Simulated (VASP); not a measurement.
A run of VASP 6.6.1 is set up as follows.

Contents of INCAR:

```
SYSTEM = Al2O3
  PREC = Accurate
  ENCUT = 520
  EDIFF = 1E-6
  ISMEAR = -1
  SIGMA = 0.05
  LREAL = Auto
  LASPH = .TRUE.
  NELM = 100
  ALGO = Normal
  ISIF = 2
  LWAVE = .FALSE.
  LCHARG = .FALSE.
  GGA = PE
  NBANDS = 78
  ISYM = 0
```

KPOINTS

```
regular mesh
0
G
  1 1 1
  0 0 0
```

The input POSCAR:

```
Al2O3
1.0
    6.5712240000      0.0218150000     -0.0138680000
    0.0218150000      6.5996800000     -0.0068760000
   -0.0138680000     -0.0068760000      6.2950720000
Al O
10 15
Direct
    0.3139368947      0.2386733453      0.6107092651
    0.6834308135      0.1333433133      0.5203957456
    0.9831668757      0.9108043231      0.7952095304
    1.0123144405      0.5612637906      0.5069884866
    0.5845635147      0.3969023859      0.2434542175
    0.2015397605      0.9006198410      0.2090375798
    0.8336490380      0.6120392551      0.9364870532
    0.3460150059      0.5903169983      0.9454050018
    0.5787174888      1.0080023634     -0.0059977585
    0.1118755299      0.2800363826      0.1810759305
    0.6497392845      0.1356796790      0.2170632072
    0.2404592328      0.1303541131      0.3711534997
    0.8074518717      0.8636103278      0.0089253828
    0.4866182827      0.0655900259      0.7160790884
    0.5572296239      0.3808775409      0.5242660567
    0.1475882200      0.7744713643      0.4372906328
    0.1011288686      0.6964012407      0.9526566035
    0.8969355458      0.4417205593      0.2546523650
    0.1997776382      0.4547504929      0.7002446327
    0.3109786559      0.4443273639      0.1687632559
    0.1314466904      0.0865050390      0.9877959635
    0.4275285726      0.8210103415      0.0881423173
    0.6055403019      0.4773752288      0.9800191427
    0.9258096592      0.1217516305      0.6291941208
    0.8267244253      0.6683774205      0.6626073185
```

Potentials or basis: VASP PAW PBE potentials, release 64 (Al, O).

Command:

```console
$ cat potpaw_PBE.64/Al/POTCAR potpaw_PBE.64/O/POTCAR > POTCAR
$ mpirun -np 1 vasp_gam > vasp.out
```

(1) What does it give for the largest force?

(2) Estimate the pressure.

(3) Predict the band gap on the k mesh.

## Answers

(1) 2.781 eV/Å.

(2) 11.2 GPa.

(3) 2.81 eV.

Caveat: the k points lie up to 1.00 Å⁻¹ apart.
